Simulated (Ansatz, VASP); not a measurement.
W4N in VASP and in Ansatz

File INCAR:

```
PREC = Accurate
ENCUT = 520
EDIFF = 1E-6
ISMEAR = 0
SIGMA = 0.1
LREAL = F
LASPH = T
NELM = 150
ALGO = Normal
ISIF = 2
LWAVE = F
LCHARG = F
ISPIN = 2
MAGMOM = 0 0 0 0 0
LORBIT = 11
LMAXMIX = 4
GGA = PE
NBANDS = 42
```

File KPOINTS:

```
Automatic mesh
0
Gamma
  4 4 4
```

The input POSCAR:

```
W4N
1.0
    4.2714613000      0.0000000000      0.0000000000
    0.0000000000      4.2714613000      0.0000000000
    0.0000000000      0.0000000000      4.2714613000
W N
4 1
Direct
    0.5000000000      0.0000000000      0.0000000000
    0.0000000000      0.5000000000      0.0000000000
    0.0000000000      0.0000000000      0.5000000000
    0.5000000000      0.5000000000      0.5000000000
    0.0000000000      0.0000000000      0.0000000000
```

Input for Ansatz:

```yaml
crystal:
  lattice:
    - [4.2714613, 0.0, 0.0]
    - [0.0, 4.2714613, 0.0]
    - [0.0, 0.0, 4.2714613]
  atoms:
    - { symbol: W, position: [0.5, 0.0, 0.0] }
    - { symbol: W, position: [0.0, 0.5, 0.0] }
    - { symbol: W, position: [0.0, 0.0, 0.5] }
    - { symbol: W, position: [0.5, 0.5, 0.5] }
    - { symbol: "N", position: [0.0, 0.0, 0.0] }
basis:
  ecutwfc: 420
kpoints:
  mp_grid: { grid: [4, 4, 4] }
hamiltonian:
  xc: pbe
scf:
  occupations: { method: gaussian, width: 0.1 }
  lower_state_search: "off"
output:
  forces: true
  stress: true
  eigenvalues: true
  populations: true
magnetization:
  spin_polarized: true
```

Change from the starting cell: species swapped into the Co4N type (Pm-3m, No. 221).

Alike in both runs: task single point; functional PBE; k mesh 4 × 4 × 4; occupations gaussian, width 0.1 eV; collinear spin.

```csv
,VASP,Ansatz
version,VASP 6.6.1,Ansatz 0.2.0
potentials or method,"VASP PAW PBE potentials, release 64 (W_sv, N), cutoff 520 eV","scalar-relativistic, plane waves, PAW"
valence electrons in the cell,61,61
```

Ansatz gave:

| Property | Result |
| --- | --- |
| gap on the k mesh at the Fermi level (eV) | none |
| pressure (GPa) | -24.9 |

Which values does VASP return?

gap on the k mesh at the Fermi level (eV): none; pressure (GPa): -24.4.

A gap of «none» marks a metal or a gap that the smearing closes. With one functional, cell and mesh, what is left measures potentials, basis and numerics. Ansatz's warnings: no starting moments, stability check not made.

The k mesh is coarse, so the values compare programs but aren't converged. Spin-orbit coupling is off throughout.
